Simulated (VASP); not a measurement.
# GaSb3 (I4mm) in VASP: further runs

Runs on GaSb3. Level: PBE+D3(BJ). Tasks: single point.

All numbers are computed with VASP 6.6.1; they aren't measurements. Logs are shortened: lines on timing, memory, paths and dates and some standing lists are left out, and cuts for length are marked.

## (1) The cell of the first run

It takes space group I4mm (No. 107, tetragonal). Conventional cell: a = 5.159 Å, b = 5.159 Å, c = 7.296 Å, α = 90.00°, β = 90.00°, γ = 90.00°. Ga (site symmetry 4mm) has 14 Sb at 3.10 to 3.75 Å within 4.1 Å. Within 4.1 Å of Sb (site symmetry 2mm) lie 4 Ga at 3.10 to 3.22 Å and 10 Sb at 3.16 to 3.65 Å. Sb (site symmetry 4mm) has 8 Sb at 3.16 Å and 6 Ga at 3.55 to 3.75 Å within 4.2 Å.

## (2) Single point, PBE+D3(BJ) (all Sb atoms moved -0.100 Å, as atom 2 along Cartesian [0 1 0])

The input, INCAR:

```
PREC = Accurate
ENCUT = 520
EDIFF = 1E-6
ISMEAR = 0
SIGMA = 0.15
LREAL = False
LASPH = True
NELM = 80
ALGO = Normal
ISIF = 2
LWAVE = False
LCHARG = False
GGA = PE
IVDW = 12
NBANDS = 22
```

The input, KPOINTS:

```
regular mesh
0
Gamma
  12 12 12
```

The input, POSCAR:

```
GaSb3
1.0
    0.0000000000      3.6478901005      3.6478901005
    3.6478901005      0.0000000000      3.6478901005
    3.6478901005      3.6478901005      0.0000000000
Ga Sb
1 3
Direct
    0.0000000000      0.0000000000      0.0000000000
    0.2362934467      0.2637065533      0.2362934467
    0.7362934467      0.7637065533      0.7362934467
    0.4862934467      0.5137065533      0.4862934467
```

Potentials or basis: VASP PAW PBE potentials, release 64 (Ga_d, Sb).

Launch:

```
$ cat potpaw_PBE.64/Ga_d/POTCAR potpaw_PBE.64/Sb/POTCAR > POTCAR
$ mpirun -np 1 vasp_std > vasp.out
```

OUTCAR:

```text
PREC = Accurate
   ENCUT = 520
   EDIFF = 1E-6
   ISMEAR = 0
   LREAL = False
   LASPH = True
   NELM = 80
   ISIF = 2
   GGA = PE
   IVDW = 12
 IVDW          = 12

 ion  position               nearest neighbor table
   1  0.000  0.000  0.000-   3 3.10   3 3.10   2 3.10   2 3.10   3 3.22   3 3.22   2 3.22   2 3.22

   2  0.236  0.264  0.236-   1 3.10   1 3.10   4 3.16   4 3.16   4 3.16   4 3.16   1 3.22   1 3.22
                             3 3.65   3 3.65   3 3.65   3 3.65   3 3.65   3 3.65
   3  0.736  0.764  0.736-   1 3.10   1 3.10   4 3.16   4 3.16   4 3.16   4 3.16   1 3.22   1 3.22
                             2 3.65   2 3.65   2 3.65   2 3.65   2 3.65   2 3.65
   4  0.486  0.514  0.486-   2 3.16   3 3.16   2 3.16   2 3.16   2 3.16   3 3.16   3 3.16   3 3.16

  LATTYP: Found a face centered cubic cell.
 ALAT       =     7.2957802010

  Lattice vectors:

 A1 = (   0.0000000000,   3.6478901005,   3.6478901005)
 A2 = (   3.6478901005,   0.0000000000,   3.6478901005)
 A3 = (   3.6478901005,   3.6478901005,   0.0000000000)

Analysis of symmetry for initial positions (statically):
=====================================================================
 Subroutine PRICEL returns:
 Original cell was already a primitive cell.

 Routine SETGRP: Setting up the symmetry group for a
 face centered cubic supercell.

 Subroutine GETGRP returns: Found  8 space group operations
 (whereof  8 operations were pure point group operations)
 out of a pool of 48 trial point group operations.

The static configuration has the point symmetry C_4v.

Analysis of symmetry for dynamics (positions and initial velocities):
=====================================================================
 Subroutine PRICEL returns:
 Original cell was already a primitive cell.

 Routine SETGRP: Setting up the symmetry group for a
 face centered cubic supercell.

 Subroutine GETGRP returns: Found  8 space group operations
 (whereof  8 operations were pure point group operations)
 out of a pool of 48 trial point group operations.

The dynamic configuration has the point symmetry C_4v.

 Subroutine INISYM returns: Found  8 space group operations
 (whereof  8 operations are pure point group operations),
 and found     1 'primitive' translations

----------------------------------------------------------------------------------------

                                     Primitive cell

  volume of cell :      97.0857

  direct lattice vectors                    reciprocal lattice vectors
     0.000000000  3.647890101  3.647890101    -0.137065533  0.137065533  0.137065533
     3.647890101  0.000000000  3.647890101     0.137065533 -0.137065533  0.137065533
     3.647890101  3.647890101  0.000000000     0.137065533  0.137065533 -0.137065533

  length of vectors
     5.158895654  5.158895654  5.158895654     0.237404467  0.237404467  0.237404467

  position of ions in fractional coordinates (direct lattice)
     0.000000000  0.000000000  0.000000000
     0.236293447  0.263706553  0.236293447
     0.736293447  0.763706553  0.736293447
     0.486293447  0.513706553  0.486293447

  ion indices of the primitive-cell ions
   primitive index   ion index
                 1           1
                 2           2
                 3           3
                 4           4

----------------------------------------------------------------------------------------

 KPOINTS: regular mesh

Automatic generation of k-mesh.
 Grid dimensions read from file:
 generate k-points for:   12   12   12

 Generating k-lattice:

  Cartesian coordinates                     Fractional coordinates (reciprocal lattice)
    -0.011422128  0.011422128  0.011422128     0.083333333  0.000000000  0.000000000
     0.011422128 -0.011422128  0.011422128     0.000000000  0.083333333  0.000000000
     0.011422128  0.011422128 -0.011422128     0.000000000  0.000000000  0.083333333

  Length of vectors
     0.019783706  0.019783706  0.019783706

  Shift w.r.t. Gamma in fractional coordinates (k-lattice)
     0.000000000  0.000000000  0.000000000

 Subroutine IBZKPT returns following result:
 ===========================================

 Found    163 irreducible k-points:

 Following reciprocal coordinates:
            Coordinates               Weight
  0.000000  0.000000  0.000000      1.000000
  0.083333  0.000000  0.000000      8.000000
  0.166667  0.000000  0.000000      8.000000
  0.250000  0.000000  0.000000      8.000000
  0.333333  0.000000  0.000000      8.000000
  0.416667  0.000000  0.000000      8.000000
[... 16 lines left out ...]
  0.083333  0.000000 -0.333333      8.000000
 -0.250000  0.083333  0.000000     16.000000
 [... further k-points ...]
   k-points           NKPTS =    163   k-points in BZ     NKDIM =    163   number of bands    NBANDS=     22
   number of dos      NEDOS =    301   number of ions     NIONS =      4
   total plane-waves  NPLWV =  64000
   dimension x,y,z NGX =    40 NGY =   40 NGZ =   40
   dimension x,y,z NGXF=    80 NGYF=   80 NGZF=   80
   ions per type =               1   3
   NGX,Y,Z   is equivalent  to a cutoff of  12.89, 12.89, 12.89 a.u.
   NGXF,Y,Z  is equivalent  to a cutoff of  25.78, 25.78, 25.78 a.u.
 SYSTEM =  unknown system
   PREC   = accura    normal or accurate (medium, high low for compatibility)
   ISTART =      0    job   : 0-new  1-cont  2-samecut
   ICHARG =      2    charge: 1-file 2-atom 10-const
   ISPIN  =      1    spin polarized calculation?
   LNONCOLLINEAR =      F non collinear calculations
   LSORBIT =      F    spin-orbit coupling
   LASPH  =      T    aspherical Exc in radial PAW
   ENCUT  =  520.0 eV  38.22 Ry    6.18 a.u.   9.59  9.59  9.59*2*pi/ulx,y,z
   NELM   =     80;   NELMIN=  2; NELMDL= -5     # of ELM steps
   EDIFF  = 0.1E-05   stopping-criterion for ELM
   LREAL  =      F    real-space projection
   EDIFFG = 0.1E-04   stopping-criterion for IOM
   NSW    =      0    number of steps for IOM
   IBRION =     -1    ionic relax: 0-MD 1-quasi-New 2-CG
   NFREE  =      0    steps in history (QN), initial steepest desc. (CG)
   ISIF   =      2    stress and relaxation
   ISYM   =      2    0-nonsym 1-usesym 2-fastsym
   POTIM  = 0.5000    time-step for ionic-motion
   TEBEG  =    0.0;   TEEND  =   0.0 temperature during run
   PSTRESS=    0.0 pullay stress
   NELECT =      28.0000    total number of electrons
   NUPDOWN=      -1.0000    fix difference up-down
   EMIN   =  10.00;   EMAX   =-10.00  energy-range for DOS
   EFERMI =   0.00;   METHOD = LEGACY
   ISMEAR =     0;   SIGMA  =   0.15  broadening in eV -4-tet -1-fermi 0-gaus
   EFERMI_NEDOS =   21; number of points for ismear=-14 and -15
   IALGO  =     38    algorithm
   IMIX   =      4    mixing-type and parameters
     AMIX     =   0.40;   BMIX     =  1.00
     AMIX_MAG =   1.60;   BMIX_MAG =  1.00
  volume/ion in A,a.u.               =      24.27       163.79
  Fermi-wavevector in a.u.,A,eV,Ry     =   1.081623  2.043970 15.917558  1.169908
  Thomas-Fermi vector in A             =   2.217644
   LORBIT       =      0    0 simple, 1 ext, 2 COOP (PROOUT), +10 PAW based schemes
   GGA     = PE    functional components
   LHFCALC =     F    Hartree Fock is set to
   AEXX    =    0.0000 exact exchange contribution
   IVDW    =    12    specifies the selected vdW correction
   LEPSILON=     F    determine dielectric tensor
   LRPA    =     F    only Hartree local field effects (RPA)
 non-spin polarized calculation
 Gauss-broadening in eV      SIGMA  =   0.15
  energy-cutoff  :      520.00
  volume of cell :       97.09
 maximum number of plane-waves:      2685
   NGX = 19   NGY = 19   NGZ = 19

 number of electron      27.9999992 magnetization

 Free energy of the ion-electron system (eV)
  ---------------------------------------------------
  ext. energy  EPLUGINS =         0.00000000
  ---------------------------------------------------
  free energy    TOTEN  =       -14.48034262 eV

  energy without entropy =      -14.45597824  energy(sigma->0) =      -14.46816043

 E-fermi :   8.2538     XC(G=0): -10.4904

 val. band max:        8.2437770159   @ k =   0.2500   0.0000   0.4167
 cond. band min:       8.2680907209   @ k =  -0.4167   0.3333   0.1667
 fundamental gap:      0.0243137050
 Fermi energy:         8.2537664575

 k-point     1 :       0.0000    0.0000    0.0000
  band No.  band energies     occupation
      1      -6.5625      2.00000
      2      -6.5625      2.00000
      3      -6.5624      2.00000
      4      -6.5469      2.00000
      5      -6.5457      2.00000
      6      -4.6702      2.00000
[... 14 lines left out ...]
     21      15.5935      0.00000
     22      15.5976      0.00000

 k-point     2 :       0.0833    0.0000    0.0000
  band No.  band energies     occupation
      1      -6.5630      2.00000
      2      -6.5623      2.00000
      3      -6.5621      2.00000
      4      -6.5470      2.00000
      5      -6.5458      2.00000
      6      -4.6131      2.00000
[... 14 lines left out ...]
     21      15.0429      0.00000
     22      15.4598      0.00000

 k-point     3 :       0.1667    0.0000    0.0000
  band No.  band energies     occupation
      1      -6.5643      2.00000
      2      -6.5618      2.00000
      3      -6.5616      2.00000
      4      -6.5472      2.00000
      5      -6.5460      2.00000
      6      -4.4423      2.00000
[... 14 lines left out ...]
     21      13.8392      0.00000
     22      14.9925      0.00000
[... 476 lines left out ...]
 k-point    23 :       0.0833    0.0000   -0.3333
  band No.  band energies     occupation
      1      -6.5684      2.00000
      2      -6.5605      2.00000
      3      -6.5601      2.00000
      4      -6.5475      2.00000
      5      -6.5466      2.00000
      6      -3.5784      2.00000
[... 14 lines left out ...]
     21      13.3326      0.00000
     22      14.8108      0.00000

 k-point    24 :      -0.2500    0.0833    0.0000
  band No.  band energies     occupation
      1      -6.5667      2.00000
      2      -6.5610      2.00000
      3      -6.5606      2.00000
      4      -6.5477      2.00000
      5      -6.5462      2.00000
      6      -3.9929      2.00000
[... 14 lines left out ...]
     21      13.6952      0.00000
     22      14.2017      0.00000

 [... further k-points ...]

------------------------ aborting loop because EDIFF is reached ----------------------------------------

 Edisp (eV)   -1.91741

 E8    (eV) :    -0.8850

  FORCE on cell =-STRESS in cart. coord.  units (eV):
  Direction    XX          YY          ZZ          XY          YZ          ZX
  --------------------------------------------------------------------------------------
  -------------------------------------------------------------------------------------
  Total       0.23374     0.19824     0.23374    -0.00000     0.00000     0.00000
  in kB       3.85734     3.27143     3.85734    -0.00000     0.00000     0.00000
  external pressure =        3.66 kB  Pullay stress =        0.00 kB

 VOLUME and BASIS-vectors are now :
 -----------------------------------------------------------------------------
  energy-cutoff  :      520.00
  volume of cell :       97.09
      direct lattice vectors                 reciprocal lattice vectors
     0.000000000  3.647890101  3.647890101    -0.137065533  0.137065533  0.137065533
     3.647890101  0.000000000  3.647890101     0.137065533 -0.137065533  0.137065533
     3.647890101  3.647890101  0.000000000     0.137065533  0.137065533 -0.137065533

 POSITION                                       TOTAL-FORCE (eV/Angst)
 -----------------------------------------------------------------------------------
      0.00000      0.00000      0.00000         0.000000     -0.179474      0.000000
      1.82395      1.72395      1.82395         0.000000      0.033256      0.000000
      5.47184      5.37184      5.47184        -0.000000      0.033256     -0.000000
      3.64789      3.54789      3.64789         0.000000      0.112961      0.000000
 -----------------------------------------------------------------------------------
    total drift:                               -0.000000      0.000596     -0.000000

  FREE ENERGIE OF THE ION-ELECTRON SYSTEM (eV)
  ---------------------------------------------------
  free  energy   TOTEN  =       -16.3977495622 eV

  energy  without entropy=      -16.3733851823  energy(sigma->0) =      -16.38556737
```

Wall time 1.7 min (1 thread of Intel Xeon 6975P-C (Granite Rapids), shared host); peak memory 0.48 GiB.

Results:

| Property | Result |
| --- | --- |
| Free energy | -16.3977 eV |
| Pressure | 0.4 GPa |
| Largest force | 0.179 eV/Å |
| Band gap on the k mesh | zero (band 14 reaches 9.83 eV, above the bottom of band 15 at 5.71 eV) |
| Dispersion energy per atom | -0.479 eV |

Forces in eV/Å, atoms in the order of the input:
```
Ga   0.000 -0.179  0.000
Sb   0.000  0.033  0.000
Sb   0.000  0.033  0.000
Sb   0.000  0.113  0.000
```

Caveat: the cell differs from its parent crystal (all Sb atoms moved -0.100 Å, as atom 2 along Cartesian [0 1 0]); spin-orbit coupling is left out, which moves the levels of the heavy elements; pairwise dispersion overbinds metals, which lowers pressure and volume.

## (3) Single point, PBE+D3(BJ) (all Sb atoms moved +0.050 Å, as atom 2 along Cartesian [0 1 0])

The input, INCAR:

```
PREC = Accurate
ENCUT = 520
EDIFF = 1E-6
ISMEAR = 0
SIGMA = 0.15
LREAL = False
LASPH = True
NELM = 100
ALGO = Normal
ISIF = 2
LWAVE = False
LCHARG = True
GGA = PE
IVDW = 12
LELF = True
LVHAR = True
NBANDS = 22
```

The input, KPOINTS:

```
Automatic mesh
0
Gamma
  12 12 12
```

The input, POSCAR:

```
GaSb3
1.0
    0.0000000000      3.6478901005      3.6478901005
    3.6478901005      0.0000000000      3.6478901005
    3.6478901005      3.6478901005      0.0000000000
Ga Sb
1 3
Direct
    0.0000000000      0.0000000000      0.0000000000
    0.2568532766      0.2431467234      0.2568532766
    0.7568532766      0.7431467234      0.7568532766
    0.5068532766      0.4931467234      0.5068532766
```

Potentials or basis: VASP PAW PBE potentials, release 64 (Ga_d, Sb).

Launch:

```
$ cat potpaw_PBE.64/Ga_d/POTCAR potpaw_PBE.64/Sb/POTCAR > POTCAR
$ mpirun -np 1 vasp_std > vasp.out
```

It took 1.8 min on 1 thread of Intel Xeon 6975P-C (Granite Rapids), shared host; peak memory 0.49 GiB.

The run converged. Its results:

```
Free energy                : -16.4045 eV
Pressure                   : 0.3 GPa
Largest force              : 0.089 eV/Å
Band gap on the k mesh     : zero (band 14 reaches 9.83 eV, above the bottom of band 15 at 5.70 eV)
Dispersion energy per atom : -0.479 eV
```

Forces in eV/Å, atoms in the order of the input:
```
Ga   0.000  0.089  0.000
Sb   0.000 -0.016  0.000
Sb   0.000 -0.016  0.000
Sb   0.000 -0.057  0.000
```

Levels at points of the mesh, in eV from the Fermi level:
```tsv
k point	band 12	band 13	band 14	band 15	band 16	band 17
(0.00, 0.00, 0.00)	-2.74	-2.56	-2.56	-2.55	-0.78	-0.78
(0.50, 0.00, 0.00)	-2.81	-2.81	-0.21	0.14	2.19	2.19
(0.50, 0.50, 0.00)	0.90	1.17	1.17	1.26	2.02	2.03
(0.50, 0.00, 0.50)	0.89	1.17	1.17	1.26	2.03	2.03
```

Caveat: the cell differs from its parent crystal (all Sb atoms moved +0.050 Å, as atom 2 along Cartesian [0 1 0]); spin-orbit coupling is left out, which moves the levels of the heavy elements; pairwise dispersion overbinds metals, which lowers pressure and volume.
